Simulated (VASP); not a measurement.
# B3N2Cl (P6/mmm) in VASP: a series of runs, part 2 of 2

VASP 6.6.1. Earlier steps stand in the parts before.

**4. Relaxation of cell and atoms, PBE**

This run uses another cell than the first one, of 15.42 Å³/atom.

The input, INCAR:

```
SYSTEM = B3N2Cl
PREC     = Accurate       ! precision mode
ENCUT    = 600            ! plane-wave cutoff, eV
EDIFF    = 1E-7           ! SCF threshold, eV
ISMEAR   = 0              ! smearing method
SIGMA    = 0.1            ! smearing width, eV
LREAL    = .False.        ! projectors in reciprocal space
LASPH    = .True.         ! aspherical terms in the spheres
NELM     = 60             ! most SCF steps
ALGO     = Normal         ! electronic algorithm
ISIF     = 3              ! what is computed and relaxed
LWAVE    = .False.        ! write WAVECAR
LCHARG   = .False.        ! write CHGCAR
GGA      = PE             ! functional
IBRION   = 2              ! ionic algorithm
NSW      = 100            ! ionic steps
EDIFFG   = -0.01          ! ionic threshold
```

The input, KPOINTS:

```
regular mesh
0
Gamma
  6 6 14
  0 0 0
```

The input, POSCAR:

```
B3N2Cl
1.0
    6.0952217571      0.0000000000      0.0000000000
   -3.0476108786      5.2786168834      0.0000000000
    0.0000000000      0.0000000000      2.8752806905
B N Cl
3 2 1
Direct
    0.3333333333      0.6666666667      0.0000000000
    0.6666666667      0.3333333333      0.0000000000
    0.0000000000      0.0000000000      0.0000000000
    0.3333333333      0.6666666667      0.5000000000
    0.6666666667      0.3333333333      0.5000000000
    0.0000000000      0.0000000000      0.5000000000
```

Potentials or basis: VASP PAW PBE potentials, release 64 (B, N, Cl).

Command:

```
$ cat potpaw_PBE.64/B/POTCAR potpaw_PBE.64/N/POTCAR potpaw_PBE.64/Cl/POTCAR > POTCAR
$ mpirun -np 1 vasp_std > vasp.out
```

OUTCAR:

```text
SYSTEM = B3N2Cl
   PREC = Accurate
   ENCUT = 600
   EDIFF = 1E-7
   ISMEAR = 0
   LREAL = .False.
   LASPH = .True.
   NELM = 60
   ISIF = 3
   GGA = PE
   IBRION = 2
   NSW = 100
   EDIFFG = -0.01

 ion  position               nearest neighbor table
   1  0.333  0.667  0.000-   4 1.44   4 1.44
   2  0.667  0.333  0.000-   5 1.44   5 1.44
   3  0.000  0.000  0.000-   6 1.44   6 1.44
   4  0.333  0.667  0.500-   1 1.44   1 1.44
   5  0.667  0.333  0.500-   2 1.44   2 1.44
   6  0.000  0.000  0.500-   3 1.44   3 1.44

  LATTYP: Found a hexagonal cell.
 ALAT       =     6.0952217571
 C/A-ratio  =     0.4717270027

  Lattice vectors:

 A1 = (   6.0952217571,   0.0000000000,   0.0000000000)
 A2 = (  -3.0476108786,   5.2786168834,   0.0000000000)
 A3 = (   0.0000000000,   0.0000000000,   2.8752806905)

[... 267 lines left out ...]
  ---------------------------------------------------
  ext. energy  EPLUGINS =         0.00000000
  ---------------------------------------------------
  free energy    TOTEN  =       -31.70943582 eV

  energy without entropy =      -31.69554822  energy(sigma->0) =      -31.70249202

 E-fermi :   2.8765     XC(G=0):  -8.4143

 val. band max:        2.8429511300   @ k =   0.5000   0.0000   0.2857
 cond. band min:       2.8907951826   @ k =   0.5000   0.0000   0.5000
 fundamental gap:      0.0478440525
 Fermi energy:         2.8765189396

 k-point     1 :       0.0000    0.0000    0.0000
  band No.  band energies     occupation
      1     -19.4918      2.00000
      2     -14.3885      2.00000
      3     -14.1221      2.00000
      4     -10.3946      2.00000
      5      -6.7810      2.00000
      6      -6.7810      2.00000
[... 457 lines left out ...]
      4     -10.9449      2.00000
      5      -6.6432      2.00000
      6      -6.5125      2.00000
[... 9 lines left out ...]
     16       5.8929      0.00000
     17       6.5778      0.00000

 [... further k-points ...]
[... 5 lines left out ...]
  --------------------------------------------------------------------------------------
  -------------------------------------------------------------------------------------
  Total        0.0108491      0.0108491      0.0045598     -0.0000000     -0.0000000      0.0000000
  in kB        0.1880424      0.1880424      0.0790333     -0.0000000     -0.0000000      0.0000000
  external PRESSURE =       0.1517060 kB  Pullay stress =       0.0000000 kB
[... 21 lines left out ...]
  FREE ENERGIE OF THE ION-ELECTRON SYSTEM (eV)
  ---------------------------------------------------
  free  energy   TOTEN  =       -31.7094358151 eV

  energy  without entropy=      -31.6955482162  energy(sigma->0) =      -31.70249202

 reached required accuracy - stopping structural energy minimisation
```

CONTCAR:

```text
B3N2Cl
   1.00000000000000
     6.0953104492649093   -0.0000000000000008   -0.0000000000000000
    -3.0476552246824564    5.2786936930679307    0.0000000000000000
     0.0000000000000000    0.0000000000000000    2.8729487107366465
  B               N               Cl
     3     2     1
Direct
     0.3333333332999970    0.6666666667000030    0.0000000000000000
     0.6666666667000030    0.3333333332999970    0.0000000000000000
     0.0000000000000000    0.0000000000000000    0.0000000000000000
     0.3333333332999970    0.6666666667000030    0.5000000000000000
     0.6666666667000030    0.3333333332999970    0.5000000000000000
     0.0000000000000000    0.0000000000000000    0.5000000000000000

  0.00000000E+00  0.00000000E+00  0.00000000E+00
  0.00000000E+00  0.00000000E+00  0.00000000E+00
  0.00000000E+00  0.00000000E+00  0.00000000E+00
  0.00000000E+00  0.00000000E+00  0.00000000E+00
  0.00000000E+00  0.00000000E+00  0.00000000E+00
  0.00000000E+00  0.00000000E+00  0.00000000E+00
```

It took 4.8 min on 1 thread of Intel Xeon 8259CL, shared host; peak memory 0.3 GiB.

What came out:

```yaml
Free_energy: -31.7094 eV
Relaxed_volume: 15.41 Å³/atom
Relaxed_cell: a = 6.095 Å, b = 6.095 Å, c = 2.873 Å, α = 90.00°, β = 90.00°, γ = 120.00°
Space_group_after_relaxing_to_0.1_Å: P6/mmm (No. 191)
Energy_gained_by_relaxing: 0.0 meV/atom
Ionic_steps: 3
Pressure_after_relaxing: 0.0 GPa
Band_gap_on_the_k_mesh: zero (bands 13 and 14 overlap by 4.29 eV)
```

Step by step:
```
step  energy change (eV)  largest force (eV/Å)  pressure (GPa)  volume (Å³)
   1              0.0000                0.0000           -0.27        92.51
   2              0.0028                0.0000            1.15        92.16
   3             -0.0002                0.0000            0.02        92.44
```

Final structure:
```yaml
crystal:
  lattice:
    - [6.09531, 0.00000, 0.00000]
    - [-3.04766, 5.27869, 0.00000]
    - [0.00000, 0.00000, 2.87295]
  atoms:
    - { symbol: B, position: [0.33333, 0.66667, 0.00000] }
    - { symbol: B, position: [0.66667, 0.33333, 0.00000] }
    - { symbol: B, position: [0.00000, 0.00000, 0.00000] }
    - { symbol: N, position: [0.33333, 0.66667, 0.50000] }
    - { symbol: N, position: [0.66667, 0.33333, 0.50000] }
    - { symbol: Cl, position: [0.00000, 0.00000, 0.50000] }
```

**5. Single point, PBE, collinear spin, ferromagnetic start**

This run uses another cell than the first one, of 15.42 Å³/atom.

The input, INCAR:

```
SYSTEM = B3N2Cl
ALGO = Normal ; EDIFF = 1E-6
ENCUT = 520 ; GGA = PE
ISIF = 2 ; ISMEAR = 0
ISPIN = 2 ; LASPH = .TRUE.
LCHARG = .TRUE. ; LELF = .TRUE.
LORBIT = 11 ; LREAL = .FALSE.
LVHAR = .TRUE. ; LWAVE = .FALSE.
MAGMOM = 0 0 0 1 1 0 ; NBANDS = 26
NELM = 150 ; PREC = Accurate
SIGMA = 0.1
```

The input, KPOINTS:

```
k-points
0
G
  6 6 6
  0 0 0
```

POSCAR is that of step 4.

Command:

```
$ cat potpaw_PBE.64/B/POTCAR potpaw_PBE.64/N/POTCAR potpaw_PBE.64/Cl/POTCAR > POTCAR
$ mpirun -np 1 vasp_std > vasp.out
```

It took 2.8 min on 1 thread of Intel Xeon 8259CL, shared host; peak memory 0.32 GiB.

It converged, with:

```yaml
Free_energy: -31.8046 eV
Pressure: -0.3 GPa
Band_gap_on_the_k_mesh: zero (filled and empty bands overlap)
Net_moment: 0.00 μB per cell
Valence_electrons_inside_the_program's_atomic_spheres: B 1.81, 2.63 (each value once); N 3.79; Cl 5.42
```

Stress tensor (GPa, compression positive):
```
-0.05  0.00  0.00
 0.00 -0.05  0.00
 0.00  0.00 -0.93
```

Levels at points of the mesh, in eV from the Fermi level:
Spin up:
```csv
k point,band 11,band 12,band 13,band 14,band 15,band 16
"(0.00, 0.00, 0.00)",-4.36,-4.36,0.86,2.60,4.08,5.70
"(0.50, 0.00, 0.00)",-4.63,-4.37,2.09,2.41,2.89,4.87
"(0.00, 0.00, 0.50)",-2.00,-2.00,-1.92,-1.92,0.29,0.29
"(0.50, 0.00, 0.50)",-2.14,-2.10,-1.92,-1.91,0.43,0.65
```
Spin down:
```
           k point  band 11  band 12  band 13  band 14  band 15  band 16
(0.00, 0.00, 0.00)    -4.36    -4.36     0.86     2.60     4.08     5.70
(0.50, 0.00, 0.00)    -4.63    -4.37     2.09     2.41     2.89     4.87
(0.00, 0.00, 0.50)    -2.00    -2.00    -1.92    -1.92     0.29     0.29
(0.50, 0.00, 0.50)    -2.14    -2.10    -1.92    -1.91     0.43     0.65
```

Caveat: the k points lie up to 0.36 Å⁻¹ apart, too coarse for converged energies and pressures of a metal.

**6. Overview**

```csv
task,spin,cell,k mesh,cutoff (eV),gap on the mesh (eV),pressure (GPa),moment (μB)
single point,off,"a = 6.186, b = 6.186, c = 2.875 Å, angles 90.0, 90.0, 120.0°, 6 atoms",6 × 6 × 14,520,none,-0.4,-
single point,"collinear, ferromagnetic start","a = 5.118, b = 5.118, c = 3.526 Å, angles 90.0, 90.0, 120.0°, 6 atoms",6 × 6 × 6,520,none,-24.5,0.01
relaxation of cell and atoms,off,"relaxed from a = 6.095, b = 6.095, c = 2.875 Å, angles 90.0, 90.0, 120.0°, 6 atoms",6 × 6 × 14,600,none,0.0,-
single point,"collinear, ferromagnetic start","a = 6.095, b = 6.095, c = 2.875 Å, angles 90.0, 90.0, 120.0°, 6 atoms",6 × 6 × 6,520,none,-0.3,0.00
```

Alike in all rows: level PBE; potentials or basis VASP PAW PBE potentials, release 64 (B, N, Cl); smearing gaussian 0.1 eV.

Caveats: some runs use coarse meshes; the cell stands under tension (at least some runs).

Absolute energies hang on the potentials; compare differences alone.
